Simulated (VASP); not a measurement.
Zn2C:

```
C Zn
1.0
     0.00000    2.63183    2.57795
     2.63183    0.00000    2.57795
     2.63183    2.63183    0.00000
C Zn
1 2
Direct
  0.00000 0.00000 0.00000
  0.25000 0.25000 0.25000
  0.75000 0.75000 0.75000
```

This cell differs from its parent crystal: biaxial xy strain +2.1%.

Base run:

* Program: VASP 6.6.1
* Functional: PBE
* Potentials or basis: VASP PAW PBE potentials, release 64 (C, Zn)
* Cutoff: 520 eV
* k mesh: 8 × 8 × 8
* Occupations: fermi-dirac, width 0.02 eV
* Spin: no spin polarisation

Its results: band gap on the k mesh 0.11 eV, direct; pressure -0.8 GPa.

Question: The run is repeated on the same cell with these changes: functional from PBE to r2SCAN. What comes out?

Answer: Band gap on the k mesh 0.11 eV, direct; pressure -4.9 GPa.

Caveats: the PAW data sets were made with another functional, which shifts forces and pressure a little (some runs).

